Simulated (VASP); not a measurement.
Ag:

```
Ag
1.0
     0.00000    2.06963    2.06963
     2.06963    0.00000    2.06963
     2.06963    2.06963    0.00000
Ag
1
Direct
  0.00000 0.00000 0.00000
```

```yaml
Program: VASP 6.6.1
Task: relaxation of cell and atoms
Functional: LDA
Potentials_or_basis: VASP PAW LDA potentials, release 64 (Ag)
Cutoff: 600 eV
k_mesh: 14 × 14 × 14
Occupations: fermi-dirac, width 0.05 eV
Spin: no spin polarisation
```

At the start: pressure -10.4 GPa; volume 17.73 Å³/atom.

Q: How do energy, volume and symmetry change on relaxing?

A: Over 6 steps the energy falls by 62.3 meV/atom and the volume is 16.03 Å³/atom (-9.6 %); space group Fm-3m (No. 225, to 0.05 Å).

Step by step:
```
step  energy change (eV)  largest force (eV/Å)  pressure (GPa)  volume (Å³)
   1              0.0000                0.0000          -10.45        17.73
   2             -0.0237                0.0000           12.15        14.93
   3             -0.0623                0.0000           -0.13        16.04
   4             -0.0623                0.0000            0.14        16.01
   5             -0.0623                0.0000           -0.09        16.04
   6             -0.0623                0.0000           -0.01        16.03
```

Final structure:
```
Ag
1.0
     0.00000    2.00119    2.00119
     2.00119    0.00000    2.00119
     2.00119    2.00119    0.00000
Ag
1
Direct
  0.00000 0.00000 0.00000
```
